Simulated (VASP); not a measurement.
# Pb (Fm-3m) in VASP: a series of runs

Runs on Pb. Level: RPBE. Tasks: single point.

All numbers are computed with VASP 6.6.1; they aren't measurements. Logs are shortened: lines on timing, memory, paths and dates and some standing lists are left out, and cuts for length are marked.

### Step 1. The cell of the first run

Symmetry: Fm-3m, No. 225, cubic system. Conventional cell: a = 4.888 Å, b = 4.888 Å, c = 4.888 Å, α = 90.00°, β = 90.00°, γ = 90.00°. Pb (site symmetry m-3m) has 12 Pb at 3.46 Å within 4.5 Å.

### Step 2. Single point, RPBE (volume scaled by 0.88)

INCAR

```
PREC = Accurate
ENCUT = 520
EDIFF = 1E-6
ISMEAR = -1
SIGMA = 0.1
LREAL = F
LASPH = T
NELM = 60
ALGO = Normal
ISIF = 2
LWAVE = F
LCHARG = F
GGA = RP
NBANDS = 13
```

KPOINTS

```
regular mesh
0
Gamma
  17 17 17
```

POSCAR

```
Pb
1.0
    0.0000000000      2.4442268931      2.4442268931
    2.4442268931      0.0000000000      2.4442268931
    2.4442268931      2.4442268931      0.0000000000
Pb
1
Direct
    0.0000000000      0.0000000000      0.0000000000
```

Potentials or basis: VASP PAW PBE potentials, release 64 (Pb_d).

Started as:

```console
$ cat potpaw_PBE.64/Pb_d/POTCAR > POTCAR
$ mpirun -np 1 vasp_std > vasp.out
```

OUTCAR:

```text
PREC = Accurate
   ENCUT = 520
   EDIFF = 1E-6
   ISMEAR = -1
   LREAL = F
   LASPH = T
   NELM = 60
   ISIF = 2
   GGA = RP

 ion  position               nearest neighbor table
   1  0.000  0.000  0.000-

  LATTYP: Found a face centered cubic cell.
 ALAT       =     4.8884537862

  Lattice vectors:

 A1 = (   0.0000000000,   2.4442268931,   2.4442268931)
 A2 = (   2.4442268931,   0.0000000000,   2.4442268931)
 A3 = (   2.4442268931,   2.4442268931,   0.0000000000)

Analysis of symmetry for initial positions (statically):
=====================================================================
 Subroutine PRICEL returns:
 Original cell was already a primitive cell.

 Routine SETGRP: Setting up the symmetry group for a
 face centered cubic supercell.

 Subroutine GETGRP returns: Found 48 space group operations
 (whereof 48 operations were pure point group operations)
 out of a pool of 48 trial point group operations.

The static configuration has the point symmetry O_h .

Analysis of symmetry for dynamics (positions and initial velocities):
=====================================================================
 Subroutine PRICEL returns:
 Original cell was already a primitive cell.

 Routine SETGRP: Setting up the symmetry group for a
 face centered cubic supercell.

 Subroutine GETGRP returns: Found 48 space group operations
 (whereof 48 operations were pure point group operations)
 out of a pool of 48 trial point group operations.

The dynamic configuration has the point symmetry O_h .

 Subroutine INISYM returns: Found 48 space group operations
 (whereof 48 operations are pure point group operations),
 and found     1 'primitive' translations

----------------------------------------------------------------------------------------

                                     Primitive cell

  volume of cell :      29.2048

  direct lattice vectors                    reciprocal lattice vectors
     0.000000000  2.444226893  2.444226893    -0.204563660  0.204563660  0.204563660
     2.444226893  0.000000000  2.444226893     0.204563660 -0.204563660  0.204563660
     2.444226893  2.444226893  0.000000000     0.204563660  0.204563660 -0.204563660

  length of vectors
     3.456658822  3.456658822  3.456658822     0.354314653  0.354314653  0.354314653

  position of ions in fractional coordinates (direct lattice)
     0.000000000  0.000000000  0.000000000

  ion indices of the primitive-cell ions
   primitive index   ion index
                 1           1

----------------------------------------------------------------------------------------

 KPOINTS: regular mesh

Automatic generation of k-mesh.
 Grid dimensions read from file:
 generate k-points for:   17   17   17

 Generating k-lattice:

  Cartesian coordinates                     Fractional coordinates (reciprocal lattice)
    -0.012033156  0.012033156  0.012033156     0.058823529  0.000000000  0.000000000
     0.012033156 -0.012033156  0.012033156     0.000000000  0.058823529  0.000000000
     0.012033156  0.012033156 -0.012033156     0.000000000  0.000000000  0.058823529

  Length of vectors
     0.020842038  0.020842038  0.020842038

  Shift w.r.t. Gamma in fractional coordinates (k-lattice)
     0.000000000  0.000000000  0.000000000

 Subroutine IBZKPT returns following result:
 ===========================================

 Found    165 irreducible k-points:

 Following reciprocal coordinates:
            Coordinates               Weight
  0.000000  0.000000  0.000000      1.000000
  0.058824  0.000000  0.000000      8.000000
  0.117647  0.000000  0.000000      8.000000
  0.176471  0.000000  0.000000      8.000000
  0.235294  0.000000  0.000000      8.000000
  0.294118  0.000000  0.000000      8.000000
[... 16 lines left out ...]
 -0.176471  0.058824  0.000000     24.000000
 -0.117647  0.058824  0.000000     24.000000
 [... further k-points ...]
   k-points           NKPTS =    165   k-points in BZ     NKDIM =    165   number of bands    NBANDS=     13
   number of dos      NEDOS =    301   number of ions     NIONS =      1
   total plane-waves  NPLWV =  21952
   dimension x,y,z NGX =    28 NGY =   28 NGZ =   28
   dimension x,y,z NGXF=    56 NGYF=   56 NGZF=   56
   ions per type =               1
   NGX,Y,Z   is equivalent  to a cutoff of  13.47, 13.47, 13.47 a.u.
   NGXF,Y,Z  is equivalent  to a cutoff of  26.93, 26.93, 26.93 a.u.
 SYSTEM =  unknown system
   PREC   = accura    normal or accurate (medium, high low for compatibility)
   ISTART =      0    job   : 0-new  1-cont  2-samecut
   ICHARG =      2    charge: 1-file 2-atom 10-const
   ISPIN  =      1    spin polarized calculation?
   LNONCOLLINEAR =      F non collinear calculations
   LSORBIT =      F    spin-orbit coupling
   LASPH  =      T    aspherical Exc in radial PAW
   ENCUT  =  520.0 eV  38.22 Ry    6.18 a.u.   6.43  6.43  6.43*2*pi/ulx,y,z
   NELM   =     60;   NELMIN=  2; NELMDL= -5     # of ELM steps
   EDIFF  = 0.1E-05   stopping-criterion for ELM
   LREAL  =      F    real-space projection
   EDIFFG = 0.1E-04   stopping-criterion for IOM
   NSW    =      0    number of steps for IOM
   IBRION =     -1    ionic relax: 0-MD 1-quasi-New 2-CG
   NFREE  =      0    steps in history (QN), initial steepest desc. (CG)
   ISIF   =      2    stress and relaxation
   ISYM   =      2    0-nonsym 1-usesym 2-fastsym
   POTIM  = 0.5000    time-step for ionic-motion
   TEBEG  =    0.0;   TEEND  =   0.0 temperature during run
   PSTRESS=    0.0 pullay stress
   NELECT =      14.0000    total number of electrons
   NUPDOWN=      -1.0000    fix difference up-down
   EMIN   =  10.00;   EMAX   =-10.00  energy-range for DOS
   EFERMI =   0.00;   METHOD = LEGACY
   ISMEAR =    -1;   SIGMA  =   0.10  broadening in eV -4-tet -1-fermi 0-gaus
   EFERMI_NEDOS =   21; number of points for ismear=-14 and -15
   IALGO  =     38    algorithm
   IMIX   =      4    mixing-type and parameters
     AMIX     =   0.40;   BMIX     =  1.00
     AMIX_MAG =   1.60;   BMIX_MAG =  1.00
  volume/ion in A,a.u.               =      29.20       197.08
  Fermi-wavevector in a.u.,A,eV,Ry     =   1.281246  2.421205 22.335220  1.641592
  Thomas-Fermi vector in A             =   2.413627
   LORBIT       =      0    0 simple, 1 ext, 2 COOP (PROOUT), +10 PAW based schemes
   GGA     = RP    functional components
   LHFCALC =     F    Hartree Fock is set to
   AEXX    =    0.0000 exact exchange contribution
   IVDW    =     0    specifies the selected vdW correction
   LEPSILON=     F    determine dielectric tensor
   LRPA    =     F    only Hartree local field effects (RPA)
 non-spin polarized calculation
  energy-cutoff  :      520.00
  volume of cell :       29.20
 maximum number of plane-waves:       809
 NGX is ok and might be reduce to    28
   NGX = 13   NGY = 13   NGZ = 13

 number of electron      13.9999999 magnetization

 Free energy of the ion-electron system (eV)
  ---------------------------------------------------
  ext. energy  EPLUGINS =         0.00000000
  ---------------------------------------------------
  free energy    TOTEN  =        -3.11904253 eV

  energy without entropy =       -3.10254605  energy(sigma->0) =       -3.11079429

 E-fermi :   7.8732     XC(G=0): -10.2704

 val. band max:        7.8545270397   @ k =  -0.4706   0.3529   0.0000
 cond. band min:       7.9125858349   @ k =  -0.2353   0.2941   0.0588
 fundamental gap:      0.0580587952
 Fermi energy:         7.8731695520

 k-point     1 :       0.0000    0.0000    0.0000
  band No.  band energies     occupation
      1      -9.3318      2.00000
      2      -9.3318      2.00000
      3      -9.3318      2.00000
      4      -9.1769      2.00000
      5      -9.1769      2.00000
      6      -4.1698      2.00000
      7      15.5833      0.00000
      8      15.5833      0.00000
      9      15.5833      0.00000
     10      17.5836      0.00000
     11      19.6248      0.00000
     12      20.5882      0.00000
     13      20.5882      0.00000

 k-point     2 :       0.0588    0.0000    0.0000
  band No.  band energies     occupation
      1      -9.3321      2.00000
      2      -9.3262      2.00000
      3      -9.3262      2.00000
      4      -9.1775      2.00000
      5      -9.1775      2.00000
      6      -4.1005      2.00000
      7      14.6824      0.00000
      8      15.4940      0.00000
      9      15.4940      0.00000
     10      17.4325      0.00000
     11      20.0030      0.00000
     12      20.7453      0.00000
     13      20.7453      0.00000

 k-point     3 :       0.1176    0.0000    0.0000
  band No.  band energies     occupation
      1      -9.3332      2.00000
      2      -9.3119      2.00000
      3      -9.3119      2.00000
      4      -9.1770      2.00000
      5      -9.1770      2.00000
      6      -3.8922      2.00000
      7      12.9023      0.00000
      8      15.2560      0.00000
      9      15.2560      0.00000
     10      17.2372      0.00000
     11      20.5748      0.00000
     12      21.1750      0.00000
     13      21.1750      0.00000
[... 305 lines left out ...]
 k-point    23 :      -0.1765    0.0588    0.0000
  band No.  band energies     occupation
      1      -9.3390      2.00000
      2      -9.2890      2.00000
      3      -9.2889      2.00000
      4      -9.1827      2.00000
      5      -9.1455      2.00000
      6      -3.3364      2.00000
      7      10.3640      0.00000
      8      13.5907      0.00000
      9      15.3696      0.00000
     10      17.4597      0.00000
     11      19.6141      0.00000
     12      20.4158      0.00000
     13      21.2168      0.00000

 k-point    24 :      -0.1176    0.0588    0.0000
  band No.  band energies     occupation
      1      -9.3368      2.00000
      2      -9.3037      2.00000
      3      -9.2977      2.00000
      4      -9.1885      2.00000
      5      -9.1634      2.00000
      6      -3.7300      2.00000
      7      12.2292      0.00000
      8      14.0231      0.00000
      9      15.6262      0.00000
     10      17.4841      0.00000
     11      20.2357      0.00000
     12      20.7802      0.00000
     13      20.8431      0.00000

 [... further k-points ...]

------------------------ aborting loop because EDIFF is reached ----------------------------------------

  FORCE on cell =-STRESS in cart. coord.  units (eV):
  Direction    XX          YY          ZZ          XY          YZ          ZX
  --------------------------------------------------------------------------------------
  -------------------------------------------------------------------------------------
  Total        1.1169830      1.1169830      1.1169830     -0.0000000      0.0000000     -0.0000000
  in kB       61.2777194     61.2777194     61.2777194     -0.0000000      0.0000000     -0.0000000
  external PRESSURE =      61.2777194 kB  Pullay stress =       0.0000000 kB

 VOLUME and BASIS-vectors are now :
 -----------------------------------------------------------------------------
  energy-cutoff  :      520.00
  volume of cell :       29.20
      direct lattice vectors                 reciprocal lattice vectors
     0.000000000  2.444226893  2.444226893    -0.204563660  0.204563660  0.204563660
     2.444226893  0.000000000  2.444226893     0.204563660 -0.204563660  0.204563660
     2.444226893  2.444226893  0.000000000     0.204563660  0.204563660 -0.204563660

 POSITION                                       TOTAL-FORCE (eV/Angst)
 -----------------------------------------------------------------------------------
      0.00000      0.00000      0.00000         0.000000     -0.000000      0.000000
 -----------------------------------------------------------------------------------
    total drift:                               -0.000000     -0.000000      0.000000

  FREE ENERGIE OF THE ION-ELECTRON SYSTEM (eV)
  ---------------------------------------------------
  free  energy   TOTEN  =        -3.1190425334 eV

  energy  without entropy=       -3.1025460544  energy(sigma->0) =       -3.11079429
```

Wall time 34 s (1 thread of AMD EPYC 9R14 (Zen 4), shared host); peak memory 0.17 GiB.

What came out:

* Free energy: -3.1190 eV
* Pressure: 6.1 GPa
* Band gap on the k mesh: zero (band 7 reaches 15.58 eV, above the bottom of band 8 at 6.14 eV)

Caveat: the PAW data sets were made with another functional, which shifts forces and pressure a little; spin-orbit coupling is left out, which moves the levels of the heavy elements.

### Step 3. Single point, RPBE (volume scaled by 0.92)

INCAR

```
SYSTEM = Pb
ALGO = Normal
EDIFF = 1E-7
ENCUT = 520
GGA = RP
ISIF = 2
ISMEAR = -1
LASPH = .True.
LCHARG = .False.
LREAL = .False.
LWAVE = .False.
NBANDS = 13
NELM = 60
PREC = Accurate
SIGMA = 0.1
```

KPOINTS

```
k-points
0
Gamma
  17 17 17
  0 0 0
```

POSCAR

```
Pb
1.0
    0.0000000000      2.4807132707      2.4807132707
    2.4807132707      0.0000000000      2.4807132707
    2.4807132707      2.4807132707      0.0000000000
Pb
1
Direct
    0.0000000000      0.0000000000      0.0000000000
```

Potentials or basis: VASP PAW PBE potentials, release 64 (Pb_d).

Started as:

```console
$ cat potpaw_PBE.64/Pb_d/POTCAR > POTCAR
$ mpirun -np 1 vasp_std > vasp.out
```

Wall time 34 s (1 thread of AMD EPYC 9R14 (Zen 4), shared host); peak memory 0.17 GiB.

Results (log left out):

```yaml
Free_energy: -3.1597 eV
Pressure: 3.6 GPa
Band_gap_on_the_k_mesh: zero (band 7 reaches 14.72 eV, above the bottom of band 8 at 5.73 eV)
```

Levels at points of the mesh, in eV from the Fermi level:
```csv
k point,band 5,band 6,band 7,band 8,band 9,band 10
"(0.00, 0.00, 0.00)",-17.03,-11.73,7.36,7.36,7.36,9.69
```

Caveat: the PAW data sets were made with another functional, which shifts forces and pressure a little; spin-orbit coupling is left out, which moves the levels of the heavy elements.
